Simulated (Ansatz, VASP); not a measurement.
SiGe3: VASP beside Ansatz

```
CELL_PARAMETERS angstrom
2.95535 0.00000 0.00000
-1.47768 2.55941 0.00000
0.00000 0.00000 9.64020
ATOMIC_POSITIONS crystal
Si 0.66667 0.33333 0.00000
Ge 0.66667 0.33333 0.50000
Ge 0.33333 0.66667 0.76344
Ge 0.33333 0.66667 0.23656
```

Alike in both runs: functional PBE; k mesh 18 × 18 × 6; occupations gaussian, width 0.1 eV; no spin polarisation.

Ansatz relaxed the structure, and its values are those at the end. VASP's run is a single point on that final structure, the one shown.

|  | VASP | Ansatz |
| --- | --- | --- |
| version | VASP 6.6.1 | Ansatz 0.2.0 |
| potentials or method | VASP PAW PBE potentials, release 64 (Si, Ge_d), cutoff 520 eV | scalar-relativistic, plane waves, PAW |
| valence electrons in the cell | 46 | 46 |

```tsv
	VASP	Ansatz	Ansatz less VASP
gap on the k mesh at the Fermi level (eV)	none	none	-
pressure (GPa)	0.0	0.0	+0.03
```

A gap of «none» marks a metal or a gap that the smearing closes.
